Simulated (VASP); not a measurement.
A run of VASP 6.6.1:

The input POSCAR:

```
MoS2
1.0
    3.1095595307      0.0000000000      0.0000000000
   -1.5547797654      2.6929575482      0.0000000000
    0.0000000000      0.0000000000     12.5565738830
Mo S
2 4
Direct
    0.3333333333      0.6666666667      0.2500000000
    0.6666666667      0.3333333333      0.7500000000
    0.6666666667      0.3333333333      0.3755948661
    0.6666666667      0.3333333333      0.1244051339
    0.3333333333      0.6666666667      0.8755948661
    0.3333333333      0.6666666667      0.6244051339
```

Contents of INCAR.step1:

```
SYSTEM = MoS2
PREC = Accurate ; ENCUT = 520
ISMEAR = 0 ; SIGMA = 0.01
LREAL = .FALSE. ; LASPH = .TRUE.
NELM = 60 ; NBANDS = 35
GGA = PE ; ALGO = Normal
EDIFF = 1E-4 ; LWAVE = .TRUE.
LCHARG = .FALSE.
```

File INCAR.step2:

```
SYSTEM = MoS2
PREC = Accurate ; ENCUT = 520
EDIFF = 1E-7 ; ISMEAR = 0
SIGMA = 0.01 ; LREAL = .FALSE.
LASPH = .TRUE. ; NELM = 60
ALGO = Normal ; ISIF = 2
LWAVE = .FALSE. ; LCHARG = .FALSE.
METAGGA = R2SCAN ; LMIXTAU = .TRUE.
NBANDS = 35 ; ISTART = 1
```

KPOINTS

```
Automatic mesh
0
G
  12 12 2
  0 0 0
```

Potentials or basis: VASP PAW PBE potentials, release 64 (Mo_sv, S).

Run with:

```console
$ cat potpaw_PBE.64/Mo_sv/POTCAR potpaw_PBE.64/S/POTCAR > POTCAR
$ cp INCAR.step1 INCAR
$ mpirun -np 1 vasp_std > vasp.out
$ cp INCAR.step2 INCAR
$ mpirun -np 1 vasp_std > vasp.out
```

Hardware: 1 thread of Intel(R) Xeon(R) 6975P-C (Granite Rapids), on a shared host.

Task: How long does it take, and how much memory?

Result: Wall time 3.5 min on 1 thread of Intel(R) Xeon(R) 6975P-C (Granite Rapids) (shared host), peak memory 0.3 GiB. Counts: k points 38.
